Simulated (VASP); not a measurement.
# NaBe5H: single point with PBE

Crystal: NaBe5H.

```xyz
7
Lattice="-2.0490 3.5677 -0.1529 4.1124 -0.0097 0.0805 -1.9130 -1.3798 -6.1491" Properties=species:S:1:pos:R:3 pbc="T T T"
Na   -0.5748    2.0262   -0.4109
Be   -0.4916   -0.4743   -4.2387
Be   -1.5300    1.3326   -3.6211
Be    1.5506   -0.4568   -3.5042
Be    0.5255    1.3278   -3.5804
Be   -0.5326   -0.4115   -2.3146
H     1.5041    3.1907   -0.9942
```

```json
{
 "Program": "VASP 6.6.1",
 "Task": "single point",
 "Functional": "PBE",
 "Potentials or basis": "VASP PAW PBE potentials, release 64 (Na_pv, Be, H)",
 "Cutoff": "520 eV",
 "k mesh": "6 × 6 × 4",
 "Occupations": "gaussian, width 0.1 eV",
 "Spin": "no spin polarisation",
 "Dipole correction": "no",
 "Further INCAR settings": "ALGO = Normal; EDIFF = 1e-06; NBANDS = 18"
}
```

```yaml
Pressure: 0.1 GPa
Largest_force: 0.023 eV/Å
Band_gap_on_the_k_mesh: zero (bands 9 and 10 overlap by 0.51 eV)
```

Forces on the atoms (eV/Å):
```
Na   0.002  0.000  0.001
Be  -0.002 -0.001 -0.023
Be   0.000 -0.001  0.003
Be   0.001 -0.001  0.003
Be   0.001  0.002  0.002
Be   0.003  0.000  0.001
H   -0.004  0.000  0.012
```

Levels at points of the mesh, in eV from the Fermi level:
```csv
k point,band 5,band 6,band 7,band 8,band 9,band 10,band 11,band 12,band 13,band 14
"(0.00, 0.00, 0.00)",-4.78,-3.21,-1.77,-1.76,-1.33,2.56,3.65,4.68,4.69,5.04
"(0.50, 0.00, 0.00)",-5.67,-4.13,-1.95,-1.84,-1.24,-0.49,2.77,2.80,3.97,6.69
"(0.00, 0.50, 0.00)",-5.62,-4.29,-1.99,-1.89,-1.45,-0.22,3.13,3.41,4.99,6.06
"(0.50, 0.50, 0.00)",-5.67,-4.12,-1.95,-1.84,-1.23,-0.49,2.77,2.79,3.96,6.69
"(0.00, 0.00, 0.50)",-5.59,-1.92,-1.78,-1.77,-1.33,1.89,3.38,4.81,4.82,5.15
"(0.50, 0.00, 0.50)",-5.62,-4.29,-1.98,-1.89,-1.46,-0.22,3.14,3.41,5.01,6.05
"(0.00, 0.50, 0.50)",-5.66,-4.13,-1.96,-1.85,-1.24,-0.48,2.76,2.81,3.97,6.68
"(0.50, 0.50, 0.50)",-5.62,-4.30,-1.98,-1.88,-1.46,-0.21,3.14,3.43,5.01,6.02
```

Wall time 60 s on 1 thread of Intel(R) Xeon(R) 6975P-C (Granite Rapids) (shared host), peak memory 0.27 GiB.
